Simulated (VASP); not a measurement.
# C (C2/m) in VASP: further runs

The runs below take C through single point, with PBE.

Program: VASP 6.6.1. These are calculated values, not measurements. Logs are shortened: lines on timing, memory, paths and dates and some standing lists are left out, and cuts for length are marked.

## (1) The cell of the first run

It takes space group C2/m (No. 12, monoclinic). Conventional cell: a = 3.638 Å, b = 2.100 Å, c = 3.403 Å, α = 90.00°, β = 90.00°, γ = 90.00°. Within 2.4 Å of C (site symmetry m) lie 12 C at 1.84 to 2.30 Å.

## (2) Single point, PBE (shortest bond scaled by 0.88)

INCAR

```
PREC     = Accurate       # precision mode
ENCUT    = 520            # plane-wave cutoff, eV
EDIFF    = 1E-6           # SCF threshold, eV
ISMEAR   = -1             # smearing method
SIGMA    = 0.05           # smearing width, eV
LREAL    = F              # projectors in reciprocal space
LASPH    = T              # aspherical terms in the spheres
NELM     = 100            # most SCF steps
ALGO     = Normal         # electronic algorithm
ISIF     = 2              # what is computed and relaxed
LWAVE    = F              # write WAVECAR
LCHARG   = T              # write CHGCAR
GGA      = PE             # functional
LELF     = T              # ELF
LVHAR    = T            
NBANDS   = 11             # bands
```

KPOINTS

```
regular mesh
0
Gamma
  16 16 9
```

POSCAR

```
C
1.0
    2.1003865828      0.0000000000      0.0000000000
   -1.0501932914      1.8189881384      0.0000000000
    0.0000000000      0.0000000000      3.4026262641
C
2
Direct
    0.2933333333      0.6466666667      0.2200000000
    0.7066666667      0.3533333333      0.7800000000
```

Potentials or basis: VASP PAW PBE potentials, release 64 (C).

The run is started by

```bash
$ cat potpaw_PBE.64/C/POTCAR > POTCAR
$ mpirun -np 1 vasp_std > vasp.out
```

OUTCAR:

```text
PREC = Accurate
   ENCUT = 520
   EDIFF = 1E-6
   ISMEAR = -1
   LREAL = F
   LASPH = T
   NELM = 100
   ISIF = 2
   GGA = PE

 ion  position               nearest neighbor table
   1  0.293  0.647  0.220-   2 1.84   2 1.98   2 1.98
   2  0.707  0.353  0.780-   1 1.84   1 1.98   1 1.98

  LATTYP: Found a hexagonal cell.
 ALAT       =     2.1003865828
 C/A-ratio  =     1.6200000000

  Lattice vectors:

 A1 = (   2.1003865828,   0.0000000000,   0.0000000000)
 A2 = (  -1.0501932914,   1.8189881384,   0.0000000000)
 A3 = (   0.0000000000,   0.0000000000,   3.4026262641)

Analysis of symmetry for initial positions (statically):
=====================================================================
 Subroutine PRICEL returns:
 Original cell was already a primitive cell.

 Routine SETGRP: Setting up the symmetry group for a
 hexagonal supercell.

 Subroutine GETGRP returns: Found  4 space group operations
 (whereof  4 operations were pure point group operations)
 out of a pool of 24 trial point group operations.

The static configuration has the point symmetry C_2h.

Analysis of symmetry for dynamics (positions and initial velocities):
=====================================================================
 Subroutine PRICEL returns:
 Original cell was already a primitive cell.

 Routine SETGRP: Setting up the symmetry group for a
 hexagonal supercell.

 Subroutine GETGRP returns: Found  4 space group operations
 (whereof  4 operations were pure point group operations)
 out of a pool of 24 trial point group operations.

The dynamic configuration has the point symmetry C_2h.

 Subroutine INISYM returns: Found  4 space group operations
 (whereof  4 operations are pure point group operations),
 and found     1 'primitive' translations

----------------------------------------------------------------------------------------

                                     Primitive cell

  volume of cell :      13.0000

  direct lattice vectors                    reciprocal lattice vectors
     2.100386583  0.000000000  0.000000000     0.476102832  0.274878098  0.000000000
    -1.050193291  1.818988138  0.000000000     0.000000000  0.549756196  0.000000000
     0.000000000  0.000000000  3.402626264     0.000000000  0.000000000  0.293890637

  length of vectors
     2.100386583  2.100386583  3.402626264     0.549756196  0.549756196  0.293890637

  position of ions in fractional coordinates (direct lattice)
     0.293333333  0.646666667  0.220000000
     0.706666667  0.353333333  0.780000000

  ion indices of the primitive-cell ions
   primitive index   ion index
                 1           1
                 2           2

----------------------------------------------------------------------------------------

 KPOINTS: regular mesh

Automatic generation of k-mesh.
 Grid dimensions read from file:
 generate k-points for:   16   16    9

 Generating k-lattice:

  Cartesian coordinates                     Fractional coordinates (reciprocal lattice)
     0.029756427  0.017179881  0.000000000     0.062500000  0.000000000  0.000000000
     0.000000000  0.034359762  0.000000000     0.000000000  0.062500000  0.000000000
     0.000000000  0.000000000  0.032654515     0.000000000  0.000000000  0.111111111

  Length of vectors
     0.034359762  0.034359762  0.032654515

  Shift w.r.t. Gamma in fractional coordinates (k-lattice)
     0.000000000  0.000000000  0.000000000

 Subroutine IBZKPT returns following result:
 ===========================================

 Found    617 irreducible k-points:

 Following reciprocal coordinates:
            Coordinates               Weight
  0.000000  0.000000  0.000000      1.000000
  0.062500  0.000000  0.000000      2.000000
  0.000000  0.062500  0.000000      4.000000
  0.125000  0.000000  0.000000      2.000000
  0.000000  0.125000  0.000000      4.000000
  0.187500  0.000000  0.000000      2.000000
[... 16 lines left out ...]
  0.187500  0.062500  0.000000      4.000000
 -0.062500  0.250000  0.000000      4.000000
 [... further k-points ...]
   k-points           NKPTS =    617   k-points in BZ     NKDIM =    617   number of bands    NBANDS=     11
   number of dos      NEDOS =    301   number of ions     NIONS =      2
   total plane-waves  NPLWV =   7168
   dimension x,y,z NGX =    16 NGY =   16 NGZ =   28
   dimension x,y,z NGXF=    32 NGYF=   32 NGZF=   56
   ions per type =               2
   NGX,Y,Z   is equivalent  to a cutoff of  12.66, 12.66, 13.68 a.u.
   NGXF,Y,Z  is equivalent  to a cutoff of  25.33, 25.33, 27.36 a.u.
 SYSTEM =  unknown system
   PREC   = accura    normal or accurate (medium, high low for compatibility)
   ISTART =      0    job   : 0-new  1-cont  2-samecut
   ICHARG =      2    charge: 1-file 2-atom 10-const
   ISPIN  =      1    spin polarized calculation?
   LNONCOLLINEAR =      F non collinear calculations
   LSORBIT =      F    spin-orbit coupling
   LASPH  =      T    aspherical Exc in radial PAW
   ENCUT  =  520.0 eV  38.22 Ry    6.18 a.u.   3.91  3.91  6.33*2*pi/ulx,y,z
   NELM   =    100;   NELMIN=  2; NELMDL= -5     # of ELM steps
   EDIFF  = 0.1E-05   stopping-criterion for ELM
   LREAL  =      F    real-space projection
   EDIFFG = 0.1E-04   stopping-criterion for IOM
   NSW    =      0    number of steps for IOM
   IBRION =     -1    ionic relax: 0-MD 1-quasi-New 2-CG
   NFREE  =      0    steps in history (QN), initial steepest desc. (CG)
   ISIF   =      2    stress and relaxation
   ISYM   =      2    0-nonsym 1-usesym 2-fastsym
   POTIM  = 0.5000    time-step for ionic-motion
   TEBEG  =    0.0;   TEEND  =   0.0 temperature during run
   PSTRESS=    0.0 pullay stress
   NELECT =       8.0000    total number of electrons
   NUPDOWN=      -1.0000    fix difference up-down
   EMIN   =  10.00;   EMAX   =-10.00  energy-range for DOS
   EFERMI =   0.00;   METHOD = LEGACY
   ISMEAR =    -1;   SIGMA  =   0.05  broadening in eV -4-tet -1-fermi 0-gaus
   EFERMI_NEDOS =   21; number of points for ismear=-14 and -15
   IALGO  =     38    algorithm
   IMIX   =      4    mixing-type and parameters
     AMIX     =   0.40;   BMIX     =  1.00
     AMIX_MAG =   1.60;   BMIX_MAG =  1.00
  volume/ion in A,a.u.               =       6.50        43.86
  Fermi-wavevector in a.u.,A,eV,Ry     =   1.392485  2.631414 26.381875  1.939013
  Thomas-Fermi vector in A             =   2.516223
   LORBIT       =      0    0 simple, 1 ext, 2 COOP (PROOUT), +10 PAW based schemes
   GGA     = PE    functional components
   LHFCALC =     F    Hartree Fock is set to
   AEXX    =    0.0000 exact exchange contribution
   IVDW    =     0    specifies the selected vdW correction
   LEPSILON=     F    determine dielectric tensor
   LRPA    =     F    only Hartree local field effects (RPA)
 non-spin polarized calculation
  energy-cutoff  :      520.00
  volume of cell :       13.00
 maximum number of plane-waves:       360
   NGX =  7   NGY =  7   NGZ = 13

 number of electron       8.0000000 magnetization

 Free energy of the ion-electron system (eV)
  ---------------------------------------------------
  ext. energy  EPLUGINS =         0.00000000
  ---------------------------------------------------
  free energy    TOTEN  =        -9.64611082 eV

  energy without entropy =       -9.64069349  energy(sigma->0) =       -9.64340216

 E-fermi :   8.9957     XC(G=0): -13.2110

 val. band max:        8.9951332914   @ k =  -0.4375   0.3125   0.0000
 cond. band min:       8.9997773222   @ k =   0.3750   0.1250   0.2222
 fundamental gap:      0.0046440308
 Fermi energy:         8.9957202680

 k-point     1 :       0.0000    0.0000    0.0000
  band No.  band energies     occupation
      1     -11.5740      2.00000
      2      -0.3891      2.00000
      3      -0.2781      2.00000
      4      15.3252      0.00000
      5      16.2309      0.00000
      6      17.4612      0.00000
      7      18.3331      0.00000
      8      19.2172      0.00000
      9      34.6954      0.00000
     10      36.9905      0.00000
     11      38.4799      0.00000

 k-point     2 :       0.0625    0.0000    0.0000
  band No.  band energies     occupation
      1     -11.4258      2.00000
      2      -0.2654      2.00000
      3      -0.1232      2.00000
      4      14.7275      0.00000
      5      15.7878      0.00000
      6      17.6217      0.00000
      7      18.0882      0.00000
      8      19.0833      0.00000
      9      34.8469      0.00000
     10      35.3898      0.00000
     11      37.8759      0.00000

 k-point     3 :       0.0000    0.0625    0.0000
  band No.  band energies     occupation
      1     -11.4259      2.00000
      2      -0.2654      2.00000
      3      -0.1273      2.00000
      4      14.8949      0.00000
      5      15.6648      0.00000
      6      17.3423      0.00000
      7      18.2822      0.00000
      8      19.1472      0.00000
      9      34.5925      0.00000
     10      36.1155      0.00000
     11      37.8882      0.00000

 k-point     4 :       0.1250    0.0000    0.0000
  band No.  band energies     occupation
      1     -10.9816      2.00000
      2       0.1054      2.00000
      3       0.3398      2.00000
      4      13.1007      0.00000
      5      14.9032      0.00000
      6      17.3610      0.00000
      7      17.7269      0.00000
      8      18.6794      0.00000
      9      32.7256      0.00000
     10      35.5278      0.00000
     11      37.4447      0.00000
[... 239 lines left out ...]
 k-point    22 :      -0.1875    0.1250    0.0000
  band No.  band energies     occupation
      1     -10.5382      2.00000
      2       0.4746      2.00000
      3       0.7806      2.00000
      4      12.0284      0.00000
      5      13.7825      0.00000
      6      16.7025      0.00000
      7      17.5805      0.00000
      8      18.4686      0.00000
      9      32.0691      0.00000
     10      35.1496      0.00000
     11      35.5535      0.00000

 k-point    23 :       0.1875    0.0625    0.0000
  band No.  band energies     occupation
      1      -9.6531      2.00000
      2       1.2088      2.00000
      3       1.7055      2.00000
      4       9.5099      0.00007
      5      12.7647      0.00000
      6      15.6819      0.00000
      7      17.1037      0.00000
      8      17.4580      0.00000
      9      29.9246      0.00000
     10      34.4941      0.00000
     11      35.6706      0.00000

 k-point    24 :      -0.0625    0.2500    0.0000
  band No.  band energies     occupation
      1      -9.6539      2.00000
      2       1.2083      2.00000
      3       1.6277      2.00000
      4       9.7734      0.00000
      5      12.5293      0.00000
      6      15.4142      0.00000
      7      17.0489      0.00000
      8      18.2158      0.00000
      9      30.3695      0.00000
     10      32.3071      0.00000
     11      35.7813      0.00000

 [... further k-points ...]
[... 5 lines left out ...]
  --------------------------------------------------------------------------------------
  -------------------------------------------------------------------------------------
  Total        1.4404468      1.5948825      0.3102737     -0.1337453     -0.1778176     -0.3079890
  in kB      177.5270154    196.5603567     38.2394937    -16.4833571    -21.9150191    -37.9579209
  external PRESSURE =     137.4422886 kB  Pullay stress =       0.0000000 kB

 VOLUME and BASIS-vectors are now :
 -----------------------------------------------------------------------------
  energy-cutoff  :      520.00
  volume of cell :       13.00
      direct lattice vectors                 reciprocal lattice vectors
     2.100386583  0.000000000  0.000000000     0.476102832  0.274878098  0.000000000
    -1.050193291  1.818988138  0.000000000     0.000000000  0.549756196  0.000000000
     0.000000000  0.000000000  3.402626264     0.000000000  0.000000000  0.293890637

 POSITION                                       TOTAL-FORCE (eV/Angst)
 -----------------------------------------------------------------------------------
     -0.06301      1.17628      0.74858        -1.107093     -0.639181     -1.052378
      1.11320      0.64271      2.65405         1.107093      0.639181      1.052378
 -----------------------------------------------------------------------------------
    total drift:                                0.000000     -0.000000     -0.000000

  FREE ENERGIE OF THE ION-ELECTRON SYSTEM (eV)
  ---------------------------------------------------
  free  energy   TOTEN  =        -9.6461108218 eV

  energy  without entropy=       -9.6406934906  energy(sigma->0) =       -9.64340216
```

Run time: 32 s. Hardware: 1 thread of AMD EPYC 9R45 (Zen 5), shared host; peak memory 0.14 GiB.

What came out:

| Item | Value |
| --- | --- |
| Free energy | -9.6461 eV |
| Pressure | 13.7 GPa |
| Largest force | 1.656 eV/Å |
| Band gap on the k mesh | zero (band 4 reaches 15.52 eV, above the bottom of band 5 at 4.97 eV) |

Forces in eV/Å, atoms in the order of the input:
```
C   -1.107 -0.639 -1.052
C    1.107  0.639  1.052
```

Stress tensor (GPa, compression positive):
```
17.75 -1.65 -3.80
-1.65 19.66 -2.19
-3.80 -2.19  3.82
```

Caveat: the cell differs from its parent crystal (shortest bond scaled by 0.88); forces of over 1 eV/Å act on the atoms, so gaps and moduli don't describe the material at rest.

## (3) Single point, PBE (shortest bond scaled by 0.82)

INCAR

```
ALGO = Normal
EDIFF = 1E-6
ENCUT = 520
GGA = PE
ISIF = 2
ISMEAR = -1
LASPH = True
LCHARG = False
LREAL = False
LWAVE = False
NBANDS = 11
NELM = 100
PREC = Accurate
SIGMA = 0.05
```

KPOINTS

```
k-points
0
Gamma
  16 16 9
```

POSCAR

```
C
1.0
    2.1003865828      0.0000000000      0.0000000000
   -1.0501932914      1.8189881384      0.0000000000
    0.0000000000      0.0000000000      3.4026262641
C
2
Direct
    0.2733333333      0.6366666667      0.2050000000
    0.7266666667      0.3633333333      0.7950000000
```

Potentials or basis: VASP PAW PBE potentials, release 64 (C).

The run is started by

```bash
$ cat potpaw_PBE.64/C/POTCAR > POTCAR
$ mpirun -np 1 vasp_std > vasp.out
```

OUTCAR:

```text
EDIFF = 1E-6
   ENCUT = 520
   GGA = PE
   ISIF = 2
   ISMEAR = -1
   LASPH = True
   LREAL = False
   NELM = 100
   PREC = Accurate

 ion  position               nearest neighbor table
   1  0.273  0.637  0.205-   2 1.71   2 1.93   2 1.93
   2  0.727  0.363  0.795-   1 1.71   1 1.93   1 1.93

  LATTYP: Found a hexagonal cell.
 ALAT       =     2.1003865828
 C/A-ratio  =     1.6200000000

  Lattice vectors:

 A1 = (   2.1003865828,   0.0000000000,   0.0000000000)
 A2 = (  -1.0501932914,   1.8189881384,   0.0000000000)
 A3 = (   0.0000000000,   0.0000000000,   3.4026262641)

Analysis of symmetry for initial positions (statically):
=====================================================================
 Subroutine PRICEL returns:
 Original cell was already a primitive cell.

 Routine SETGRP: Setting up the symmetry group for a
 hexagonal supercell.

 Subroutine GETGRP returns: Found  4 space group operations
 (whereof  4 operations were pure point group operations)
 out of a pool of 24 trial point group operations.

The static configuration has the point symmetry C_2h.

[... 162 lines left out ...]
 cond. band min:       8.7968821470   @ k =   0.4375  -0.2500   0.3333
 fundamental gap:      0.0106253008
 Fermi energy:         8.7955020836

 k-point     1 :       0.0000    0.0000    0.0000
  band No.  band energies     occupation
      1     -12.0836      2.00000
      2      -0.3717      2.00000
      3      -0.0058      2.00000
      4      14.7486      0.00000
      5      16.2573      0.00000
      6      17.0213      0.00000
      7      18.3136      0.00000
      8      20.4312      0.00000
      9      34.4708      0.00000
     10      34.9623      0.00000
     11      38.3324      0.00000
[... 309 lines left out ...]
 k-point    24 :      -0.0625    0.2500    0.0000
  band No.  band energies     occupation
      1     -10.1746      2.00000
      2       1.2308      2.00000
      3       1.8554      2.00000
      4       9.3280      0.00005
      5      12.1659      0.00000
      6      15.3505      0.00000
      7      16.8780      0.00000
      8      19.5260      0.00000
      9      30.1627      0.00000
     10      31.9286      0.00000
     11      35.8815      0.00000

 [... further k-points ...]
[... 5 lines left out ...]
  --------------------------------------------------------------------------------------
  -------------------------------------------------------------------------------------
  Total        2.2284835      2.1654486     -0.1727926      0.0545898     -0.3133926     -0.5428119
  in kB      274.6481379    266.8794371    -21.2957218      6.7278922    -38.6238914    -66.8985343
  external PRESSURE =     173.4106178 kB  Pullay stress =       0.0000000 kB

 VOLUME and BASIS-vectors are now :
 -----------------------------------------------------------------------------
  energy-cutoff  :      520.00
  volume of cell :       13.00
      direct lattice vectors                 reciprocal lattice vectors
     2.100386583  0.000000000  0.000000000     0.476102832  0.274878098  0.000000000
    -1.050193291  1.818988138  0.000000000     0.000000000  0.549756196  0.000000000
     0.000000000  0.000000000  3.402626264     0.000000000  0.000000000  0.293890637

 POSITION                                       TOTAL-FORCE (eV/Angst)
 -----------------------------------------------------------------------------------
     -0.09452      1.15809      0.69754        -1.465408     -0.846054     -1.517670
      1.14471      0.66090      2.70509         1.465408      0.846054      1.517670
 -----------------------------------------------------------------------------------
    total drift:                               -0.000000      0.000000      0.000000

  FREE ENERGIE OF THE ION-ELECTRON SYSTEM (eV)
  ---------------------------------------------------
  free  energy   TOTEN  =        -9.8894203627 eV

  energy  without entropy=       -9.8829451443  energy(sigma->0) =       -9.88618275
```

OSZICAR:

```text
N       E                     dE             d eps       ncg     rms          rms(c)
DAV:   1     0.660765652632E+01    0.66077E+01   -0.44478E+03 13866   0.681E+02
DAV:   2    -0.953453138188E+01   -0.16142E+02   -0.15355E+02 18889   0.109E+02
DAV:   3    -0.989754265816E+01   -0.36301E+00   -0.35930E+00 16475   0.127E+01
DAV:   4    -0.989835439192E+01   -0.81173E-03   -0.81166E-03 15080   0.690E-01
DAV:   5    -0.989835534759E+01   -0.95567E-06   -0.95666E-06 16412   0.233E-02    0.221E+00
DAV:   6    -0.989037745950E+01    0.79779E-02   -0.14829E-02 15650   0.621E-01    0.128E+00
DAV:   7    -0.988931471946E+01    0.10627E-02   -0.77926E-03 16157   0.557E-01    0.225E-01
DAV:   8    -0.988941109808E+01   -0.96379E-04   -0.66706E-04 14906   0.177E-01    0.326E-02
DAV:   9    -0.988941999760E+01   -0.88995E-05   -0.31582E-05 16067   0.452E-02    0.701E-03
DAV:  10    -0.988942036266E+01   -0.36505E-06   -0.96566E-07  9983   0.805E-03
   1 F= -.98894204E+01 E0= -.98861828E+01  d E =-.647522E-02
```

Run time: 31 s. Hardware: 1 thread of AMD EPYC 9R45 (Zen 5), shared host; peak memory 0.14 GiB.

What came out:

- Free energy: -9.8894 eV
- Pressure: 17.3 GPa
- Largest force: 2.273 eV/Å
- Band gap on the k mesh: zero (band 4 reaches 15.09 eV, above the bottom of band 5 at 4.70 eV)

Forces in eV/Å, atoms in the order of the input:
```
C   -1.465 -0.846 -1.518
C    1.465  0.846  1.518
```

Levels at points of the mesh, in eV from the Fermi level:
| k point | band 1 | band 2 | band 3 | band 4 | band 5 | band 6 | band 7 | band 8 |
| --- | --- | --- | --- | --- | --- | --- | --- | --- |
| (0.00, 0.00, 0.00) | -20.88 | -9.17 | -8.80 | 5.95 | 7.46 | 8.23 | 9.52 | 11.64 |
| (0.50, 0.00, 0.00) | -11.74 | -11.58 | -1.95 | -1.85 | 1.19 | 1.27 | 1.90 | 7.75 |
| (0.00, 0.50, 0.00) | -12.23 | -10.99 | -2.60 | -1.22 | -1.16 | 2.09 | 4.61 | 7.23 |

Caveat: the cell differs from its parent crystal (shortest bond scaled by 0.82); forces of over 1 eV/Å act on the atoms, so gaps and moduli don't describe the material at rest.
